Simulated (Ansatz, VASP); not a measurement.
# Au: VASP beside Ansatz

Contents of INCAR:

```
PREC = Accurate
ENCUT = 520
EDIFF = 1E-7
ISMEAR = -1
SIGMA = 0.1
LREAL = F
LASPH = T
NELM = 60
ALGO = Normal
ISIF = 2
LWAVE = F
LCHARG = F
GGA = RP
NBANDS = 12
```

File KPOINTS:

```
regular mesh
0
Gamma
  21 21 21
```

Contents of POSCAR:

```
Au
1.0
    0.0000000000      2.1265610656      2.1265610656
    2.1265610656      0.0000000000      2.1265610656
    2.1265610656      2.1265610656      0.0000000000
Au
1
Direct
    0.0000000000      0.0000000000      0.0000000000
```

Input for Ansatz:

```yaml
crystal:
  lattice:
    - [0.0, 2.1265610678, 2.1265610678]
    - [2.1265610678, 0.0, 2.1265610678]
    - [2.1265610678, 2.1265610678, 0.0]
  atoms:
    - { symbol: Au, position: [0.0, 0.0, 0.0] }
hamiltonian:
  xc: rpbe
  pseudopotentials:
    kind: paw
    azcp:
      Au: "pseudopotentials/Au.paw.azcp"
basis:
  ecutwfc: 420
  fft_grid_basis: typed
kpoints:
  mp_grid: { grid: [21, 21, 21], shift: [0, 0, 0] }
magnetization:
  spin_polarized: false
scf:
  occupations: { method: fermi_dirac, width: 0.1 }
output:
  stress: true
```

Alike in both runs: task single point; functional RPBE; k mesh 21 × 21 × 21; occupations fermi-dirac, width 0.1 eV; no spin polarisation.

|  | VASP | Ansatz |
| --- | --- | --- |
| version | VASP 6.6.1 | Ansatz 0.2.0 |
| potentials or method | VASP PAW PBE potentials, release 64 (Au), cutoff 520 eV | plane waves (420 eV) with PAW, scalar-relativistic |
| valence electrons in the cell | 11 | 19 |

VASP gave:

| Property | Result |
| --- | --- |
| pressure (GPa) | -4.3 |

Problem. What did Ansatz give for the same quantities?

Solution. Pressure (GPa): -4.1.

VASP's potentials were made for PBE, not for RPBE. The functional is the same, so the differences come from potentials, cutoffs and numerics. VASP's potentials hold 11 valence electrons a cell and Ansatz's 19, so a difference there can come from the potentials and not from the codes.

Neither program's run includes spin-orbit coupling.
